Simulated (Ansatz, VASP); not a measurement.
**Si in VASP and in Ansatz**

Contents of INCAR:

```
SYSTEM = Si
PREC = Accurate
ENCUT = 520
EDIFF = 1E-6
ISMEAR = -1
SIGMA = 0.05
LREAL = .FALSE.
LASPH = .TRUE.
NELM = 80
ALGO = Normal
ISIF = 2
LWAVE = .FALSE.
LCHARG = .FALSE.
GGA = RP
NBANDS = 11
```

KPOINTS

```
regular mesh
0
G
  9 9 9
  0 0 0
```

Contents of POSCAR:

```
Si
1.0
    0.0000000000      2.8575336352      2.8575336352
    2.8575336352      0.0000000000      2.8575336352
    2.8575336352      2.8575336352      0.0000000000
Si
2
Direct
    0.5000000000      0.5000000000      0.5000000000
    0.7500000000      0.7500000000      0.7500000000
```

Input for Ansatz:

```yaml
crystal:
  lattice:
    - [0.0, 2.8575336352, 2.8575336352]
    - [2.8575336352, 0.0, 2.8575336352]
    - [2.8575336352, 2.8575336352, 0.0]
  atoms:
    - { symbol: Si, position: [0.5, 0.5, 0.5] }
    - { symbol: Si, position: [0.75, 0.75, 0.75] }
hamiltonian:
  xc: rpbe
  pseudopotentials:
    kind: paw
    azcp:
      Si: "pseudopotentials/Si.paw.azcp"
basis:
  ecutwfc: 420
  fft_grid_basis: typed
kpoints:
  mp_grid: { grid: [9, 9, 9], shift: [0, 0, 0] }
magnetization:
  spin_polarized: false
scf:
  occupations: { method: fermi_dirac, width: 0.05 }
output:
  stress: true
```

Alike in both runs: task single point; functional RPBE; k mesh 9 × 9 × 9; occupations fermi-dirac, width 0.05 eV; no spin polarisation.

```csv
,VASP,Ansatz
version,VASP 6.6.1,Ansatz 0.2.0
potentials or method,"VASP PAW PBE potentials, release 64 (Si), cutoff 520 eV","plane waves (420 eV) with PAW, scalar-relativistic"
valence electrons in the cell,8,8
```

|  | VASP | Ansatz | Ansatz less VASP |
| --- | --- | --- | --- |
| pressure (GPa) | -7.7 | -7.5 | +0.16 |

VASP's potentials were made for PBE, not for RPBE.
